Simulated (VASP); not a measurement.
# Ta (Im-3m) in VASP: further runs

Ta is run at these levels: PBE; tasks: single point.

All numbers are computed with VASP 6.6.1; they aren't measurements. Logs are shortened: lines on timing, memory, paths and dates and some standing lists are left out, and cuts for length are marked.

### 1 The cell of the first run

It takes space group Im-3m (No. 229, cubic). The conventional cell has a = 3.357 Å, b = 3.357 Å, c = 3.357 Å, α = 90.00°, β = 90.00°, γ = 90.00°. Ta (site symmetry m-3m) has 14 Ta at 2.91 to 3.36 Å within 3.8 Å.

### 2 Single point, PBE

Contents of INCAR:

```
PREC = Accurate ; ENCUT = 520
EDIFF = 1E-6 ; ISMEAR = -1
SIGMA = 0.1 ; LREAL = False
LASPH = True ; NELM = 80
ALGO = Normal ; ISIF = 2
LWAVE = False ; LCHARG = True
GGA = PE ; LELF = True
LVHAR = True ; NBANDS = 12
```

Contents of KPOINTS:

```
Automatic mesh
0
Gamma
  12 12 12
```

Contents of POSCAR:

```
Ta
1.0
   -1.6783549761      1.6783549761      1.6783549761
    1.6783549761     -1.6783549761      1.6783549761
    1.6783549761      1.6783549761     -1.6783549761
Ta
1
Direct
    0.0000000000      0.0000000000      0.0000000000
```

Potentials or basis: VASP PAW PBE potentials, release 64 (Ta_pv).

Started as:

```console
$ cat potpaw_PBE.64/Ta_pv/POTCAR > POTCAR
$ mpirun -np 1 vasp_std > vasp.out
```

OUTCAR:

```text
PREC = Accurate
   ENCUT = 520
   EDIFF = 1E-6
   ISMEAR = -1
   LREAL = False
   LASPH = True
   NELM = 80
   ISIF = 2
   GGA = PE

 ion  position               nearest neighbor table
   1  0.000  0.000  0.000-

  LATTYP: Found a body centered cubic cell.
 ALAT       =     3.3567099522

  Lattice vectors:

 A1 = (  -1.6783549761,   1.6783549761,   1.6783549761)
 A2 = (   1.6783549761,  -1.6783549761,   1.6783549761)
 A3 = (   1.6783549761,   1.6783549761,  -1.6783549761)

Analysis of symmetry for initial positions (statically):
=====================================================================
 Subroutine PRICEL returns:
 Original cell was already a primitive cell.

 Routine SETGRP: Setting up the symmetry group for a
 body centered cubic supercell.

 Subroutine GETGRP returns: Found 48 space group operations
 (whereof 48 operations were pure point group operations)
 out of a pool of 48 trial point group operations.

The static configuration has the point symmetry O_h .

Analysis of symmetry for dynamics (positions and initial velocities):
=====================================================================
 Subroutine PRICEL returns:
 Original cell was already a primitive cell.

 Routine SETGRP: Setting up the symmetry group for a
 body centered cubic supercell.

 Subroutine GETGRP returns: Found 48 space group operations
 (whereof 48 operations were pure point group operations)
 out of a pool of 48 trial point group operations.

The dynamic configuration has the point symmetry O_h .

 Subroutine INISYM returns: Found 48 space group operations
 (whereof 48 operations are pure point group operations),
 and found     1 'primitive' translations

----------------------------------------------------------------------------------------

                                     Primitive cell

  volume of cell :      18.9109

  direct lattice vectors                    reciprocal lattice vectors
    -1.678354976  1.678354976  1.678354976     0.000000000  0.297910756  0.297910756
     1.678354976 -1.678354976  1.678354976     0.297910756  0.000000000  0.297910756
     1.678354976  1.678354976 -1.678354976     0.297910756  0.297910756  0.000000000

  length of vectors
     2.906996092  2.906996092  2.906996092     0.421309432  0.421309432  0.421309432

  position of ions in fractional coordinates (direct lattice)
     0.000000000  0.000000000  0.000000000

  ion indices of the primitive-cell ions
   primitive index   ion index
                 1           1

----------------------------------------------------------------------------------------

 KPOINTS: Automatic mesh

Automatic generation of k-mesh.
 Grid dimensions read from file:
 generate k-points for:   12   12   12

 Generating k-lattice:

  Cartesian coordinates                     Fractional coordinates (reciprocal lattice)
     0.000000000  0.024825896  0.024825896     0.083333333  0.000000000  0.000000000
     0.024825896  0.000000000  0.024825896     0.000000000  0.083333333  0.000000000
     0.024825896  0.024825896  0.000000000     0.000000000  0.000000000  0.083333333

  Length of vectors
     0.035109119  0.035109119  0.035109119

  Shift w.r.t. Gamma in fractional coordinates (k-lattice)
     0.000000000  0.000000000  0.000000000

 Subroutine IBZKPT returns following result:
 ===========================================

 Found     72 irreducible k-points:

 Following reciprocal coordinates:
            Coordinates               Weight
  0.000000  0.000000  0.000000      1.000000
  0.083333  0.000000  0.000000     12.000000
  0.166667  0.000000  0.000000     12.000000
  0.250000  0.000000  0.000000     12.000000
  0.333333  0.000000  0.000000     12.000000
  0.416667  0.000000  0.000000     12.000000
[... 16 lines left out ...]
  0.333333  0.083333  0.083333     24.000000
  0.416667  0.083333  0.083333     12.000000
 [... further k-points ...]
   k-points           NKPTS =     72   k-points in BZ     NKDIM =     72   number of bands    NBANDS=     12
   number of dos      NEDOS =    301   number of ions     NIONS =      1
   total plane-waves  NPLWV =  13824
   dimension x,y,z NGX =    24 NGY =   24 NGZ =   24
   dimension x,y,z NGXF=    48 NGYF=   48 NGZF=   48
   ions per type =               1
   NGX,Y,Z   is equivalent  to a cutoff of  13.73, 13.73, 13.73 a.u.
   NGXF,Y,Z  is equivalent  to a cutoff of  27.45, 27.45, 27.45 a.u.
 SYSTEM =  unknown system
   PREC   = accura    normal or accurate (medium, high low for compatibility)
   ISTART =      0    job   : 0-new  1-cont  2-samecut
   ICHARG =      2    charge: 1-file 2-atom 10-const
   ISPIN  =      1    spin polarized calculation?
   LNONCOLLINEAR =      F non collinear calculations
   LSORBIT =      F    spin-orbit coupling
   LASPH  =      T    aspherical Exc in radial PAW
   ENCUT  =  520.0 eV  38.22 Ry    6.18 a.u.   5.41  5.41  5.41*2*pi/ulx,y,z
   NELM   =     80;   NELMIN=  2; NELMDL= -5     # of ELM steps
   EDIFF  = 0.1E-05   stopping-criterion for ELM
   LREAL  =      F    real-space projection
   EDIFFG = 0.1E-04   stopping-criterion for IOM
   NSW    =      0    number of steps for IOM
   IBRION =     -1    ionic relax: 0-MD 1-quasi-New 2-CG
   NFREE  =      0    steps in history (QN), initial steepest desc. (CG)
   ISIF   =      2    stress and relaxation
   ISYM   =      2    0-nonsym 1-usesym 2-fastsym
   POTIM  = 0.5000    time-step for ionic-motion
   TEBEG  =    0.0;   TEEND  =   0.0 temperature during run
   PSTRESS=    0.0 pullay stress
   NELECT =      11.0000    total number of electrons
   NUPDOWN=      -1.0000    fix difference up-down
   EMIN   =  10.00;   EMAX   =-10.00  energy-range for DOS
   EFERMI =   0.00;   METHOD = LEGACY
   ISMEAR =    -1;   SIGMA  =   0.10  broadening in eV -4-tet -1-fermi 0-gaus
   EFERMI_NEDOS =   21; number of points for ismear=-14 and -15
   IALGO  =     38    algorithm
   IMIX   =      4    mixing-type and parameters
     AMIX     =   0.40;   BMIX     =  1.00
     AMIX_MAG =   1.60;   BMIX_MAG =  1.00
  volume/ion in A,a.u.               =      18.91       127.62
  Fermi-wavevector in a.u.,A,eV,Ry     =   1.366581  2.582463 25.409458  1.867542
  Thomas-Fermi vector in A             =   2.492709
   LORBIT       =      0    0 simple, 1 ext, 2 COOP (PROOUT), +10 PAW based schemes
   GGA     = PE    functional components
   LHFCALC =     F    Hartree Fock is set to
   AEXX    =    0.0000 exact exchange contribution
   IVDW    =     0    specifies the selected vdW correction
   LEPSILON=     F    determine dielectric tensor
   LRPA    =     F    only Hartree local field effects (RPA)
 non-spin polarized calculation
  energy-cutoff  :      520.00
  volume of cell :       18.91
 maximum number of plane-waves:       532
 NGX is ok and might be reduce to    24
   NGX = 11   NGY = 11   NGZ = 11

 number of electron      10.9999998 magnetization

 Free energy of the ion-electron system (eV)
  ---------------------------------------------------
  ext. energy  EPLUGINS =         0.00000000
  ---------------------------------------------------
  free energy    TOTEN  =       -11.81981942 eV

  energy without entropy =      -11.76727106  energy(sigma->0) =      -11.79354524

 E-fermi :   5.1013     XC(G=0): -12.3706

 val. band max:        5.0688602274   @ k =   0.1667   0.0833   0.0000
 cond. band min:       5.1077926226   @ k =  -0.1667   0.2500   0.0833
 fundamental gap:      0.0389323952
 Fermi energy:         5.1012668939

 k-point     1 :       0.0000    0.0000    0.0000
  band No.  band energies     occupation
      1     -28.1632      2.00000
      2     -28.1632      2.00000
      3     -28.1632      2.00000
      4      -2.6281      2.00000
      5       5.8307      0.00136
      6       5.8307      0.00136
      7       5.8307      0.00136
      8       8.9335      0.00000
      9       8.9335      0.00000
     10      19.6308      0.00000
     11      19.8797      0.00000
     12      19.8797      0.00000

 k-point     2 :       0.0833    0.0000    0.0000
  band No.  band energies     occupation
      1     -28.2351      2.00000
      2     -28.1857      2.00000
      3     -28.1635      2.00000
      4      -2.3376      2.00000
      5       5.6461      0.00857
      6       5.7703      0.00248
      7       6.1153      0.00008
      8       8.6566      0.00000
      9       8.9365      0.00000
     10      19.6305      0.00000
     11      20.1268      0.00000
     12      20.3910      0.00000

 k-point     3 :       0.1667    0.0000    0.0000
  band No.  band energies     occupation
      1     -28.4275      2.00000
      2     -28.2466      2.00000
      3     -28.1643      2.00000
      4      -1.5307      2.00000
      5       5.1832      0.61186
      6       5.4808      0.04398
      7       6.9493      0.00000
      8       8.3020      0.00000
      9       8.9759      0.00000
     10      19.6297      0.00000
     11      20.5073      0.00000
     12      21.8230      0.00000
[... 286 lines left out ...]
 k-point    23 :       0.3333    0.0833    0.0833
  band No.  band energies     occupation
      1     -29.0526      2.00000
      2     -28.5011      2.00000
      3     -28.2325      2.00000
      4       1.4745      2.00000
      5       3.7000      2.00000
      6       5.2383      0.40498
      7       9.0282      0.00000
      8       9.6868      0.00000
      9      12.6246      0.00000
     10      15.9482      0.00000
     11      17.8743      0.00000
     12      19.6366      0.00000

 k-point    24 :       0.4167    0.0833    0.0833
  band No.  band energies     occupation
      1     -29.0949      2.00000
      2     -28.5336      2.00000
      3     -28.2343      2.00000
      4       1.5187      2.00000
      5       3.6092      2.00000
      6       5.8420      0.00121
      7       9.0256      0.00000
      8       9.7948      0.00000
      9      13.3672      0.00000
     10      14.9695      0.00000
     11      17.4456      0.00000
     12      19.6360      0.00000

 [... further k-points ...]

------------------------ aborting loop because EDIFF is reached ----------------------------------------

  FORCE on cell =-STRESS in cart. coord.  units (eV):
  Direction    XX          YY          ZZ          XY          YZ          ZX
  --------------------------------------------------------------------------------------
  -------------------------------------------------------------------------------------
  Total       -0.6988211     -0.6988211     -0.6988211     -0.0000000     -0.0000000     -0.0000000
  in kB      -59.2059242    -59.2059242    -59.2059242     -0.0000000     -0.0000000     -0.0000000
  external PRESSURE =     -59.2059242 kB  Pullay stress =       0.0000000 kB

 VOLUME and BASIS-vectors are now :
 -----------------------------------------------------------------------------
  energy-cutoff  :      520.00
  volume of cell :       18.91
      direct lattice vectors                 reciprocal lattice vectors
    -1.678354976  1.678354976  1.678354976     0.000000000  0.297910756  0.297910756
     1.678354976 -1.678354976  1.678354976     0.297910756  0.000000000  0.297910756
     1.678354976  1.678354976 -1.678354976     0.297910756  0.297910756  0.000000000

 POSITION                                       TOTAL-FORCE (eV/Angst)
 -----------------------------------------------------------------------------------
      0.00000      0.00000      0.00000        -0.000000     -0.000000      0.000000
 -----------------------------------------------------------------------------------
    total drift:                                0.000000      0.000000     -0.000000

  FREE ENERGIE OF THE ION-ELECTRON SYSTEM (eV)
  ---------------------------------------------------
  free  energy   TOTEN  =       -11.8198194212 eV

  energy  without entropy=      -11.7672710609  energy(sigma->0) =      -11.79354524
```

Run time: 5 s. Hardware: 1 thread of Intel Xeon 6975P-C (Granite Rapids), shared host; peak memory 0.14 GiB.

What came out:

```
Free energy : -11.8198 eV
Pressure    : -5.9 GPa
```

Caveat: spin-orbit coupling is left out, which moves the levels of the heavy elements.

### 3 Single point, PBE

This run uses another cell than the first one, of 19.36 Å³/atom, 1.024 times its volume.

Contents of INCAR:

```
SYSTEM = Ta
PREC = Accurate
ENCUT = 520
EDIFF = 1E-7
ISMEAR = -1
SIGMA = 0.1
LREAL = .False.
LASPH = .True.
NELM = 100
ALGO = Normal
ISIF = 2
LWAVE = .False.
LCHARG = .False.
GGA = PE
NBANDS = 12
```

Contents of KPOINTS:

```
regular mesh
0
Gamma
  12 12 12
  0 0 0
```

Contents of POSCAR:

```
Ta
1.0
   -1.6915709137      1.6915709137      1.6915709137
    1.6915709137     -1.6915709137      1.6915709137
    1.6915709137      1.6915709137     -1.6915709137
Ta
1
Direct
    0.0000000000      0.0000000000      0.0000000000
```

Potentials or basis: VASP PAW PBE potentials, release 64 (Ta_pv).

Started as:

```console
$ cat potpaw_PBE.64/Ta_pv/POTCAR > POTCAR
$ mpirun -np 1 vasp_std > vasp.out
```

Wall time 5.8 s (1 thread of Intel Xeon 6975P-C (Granite Rapids), shared host); peak memory 0.14 GiB.

It converged, with:

```yaml
Free_energy: -11.7979 eV
Pressure: -9.7 GPa
```

Levels at points of the mesh, in eV from the Fermi level:
| k point | band 4 | band 5 | band 6 | band 7 | band 8 | band 9 |
| --- | --- | --- | --- | --- | --- | --- |
| (0.00, 0.00, 0.00) | -7.64 | 0.72 | 0.72 | 0.72 | 3.75 | 3.75 |
| (0.50, 0.00, 0.00) | -4.07 | -1.35 | 1.29 | 3.59 | 4.53 | 7.11 |
| (0.50, 0.50, 0.50) | -3.40 | -3.40 | 6.26 | 6.26 | 6.26 | 8.02 |

Caveat: spin-orbit coupling is left out, which moves the levels of the heavy elements.

### 4 Single point, PBE

This run uses another cell than the first one, of 19.81 Å³/atom, 1.048 times its volume.

Contents of INCAR:

```
SYSTEM = Ta
ALGO     = Normal         ! electronic algorithm
EDIFF    = 1E-7           ! SCF threshold, eV
ENCUT    = 520            ! plane-wave cutoff, eV
GGA      = PE             ! functional
ISIF     = 2              ! what is computed and relaxed
ISMEAR   = -1             ! smearing method
LASPH    = .TRUE.         ! aspherical terms in the spheres
LCHARG   = .FALSE.        ! write CHGCAR
LREAL    = .FALSE.        ! projectors in reciprocal space
LWAVE    = .FALSE.        ! write WAVECAR
NBANDS   = 12             ! bands
NELM     = 80             ! most SCF steps
PREC     = Accurate       ! precision mode
SIGMA    = 0.1            ! smearing width, eV
```

Contents of KPOINTS:

```
k-points
0
G
  12 12 12
  0 0 0
```

Contents of POSCAR:

```
Ta
1.0
   -1.7045835091      1.7045835091      1.7045835091
    1.7045835091     -1.7045835091      1.7045835091
    1.7045835091      1.7045835091     -1.7045835091
Ta
1
Direct
    0.0000000000      0.0000000000      0.0000000000
```

Started as:

```console
$ cat potpaw_PBE.64/Ta_pv/POTCAR > POTCAR
$ mpirun -np 1 vasp_std > vasp.out
```

It took 6 s on 1 thread of Intel Xeon 6975P-C (Granite Rapids), shared host; peak memory 0.14 GiB.

Results (log left out):

```
Free energy : -11.7659 eV
Pressure    : -13.1 GPa
```

Levels at points of the mesh, in eV from the Fermi level:
```
           k point  band 3  band 4  band 5  band 6  band 7  band 8  band 9  band 10
(0.00, 0.00, 0.00)  -33.45   -7.55    0.72    0.72    0.72    3.66    3.66    14.56
(0.50, 0.00, 0.00)  -33.46   -3.98   -1.29    1.20    3.49    4.41    6.89    10.25
(0.50, 0.50, 0.50)  -34.06   -3.28   -3.28    6.08    6.08    6.08    7.83     7.83
```

Caveat: spin-orbit coupling is left out, which moves the levels of the heavy elements.

### 5 The runs side by side

| cell | gap on the mesh (eV) | pressure (GPa) |
| --- | --- | --- |
| a = 2.907 Å, angles 109.5°, 1 atom | none | -5.9 |
| a = 2.930 Å, angles 109.5°, 1 atom | none | -9.7 |
| a = 2.952 Å, angles 109.5°, 1 atom | none | -13.1 |

Alike in all rows: task single point; level PBE; potentials or basis VASP PAW PBE potentials, release 64 (Ta_pv); no spin polarisation; k mesh 12 × 12 × 12; cutoff (eV) 520; smearing fermi-dirac 0.1 eV.

Caveats: spin-orbit coupling is left out, which moves the levels of the heavy elements.

Absolute energies hang on the potentials; compare differences alone.
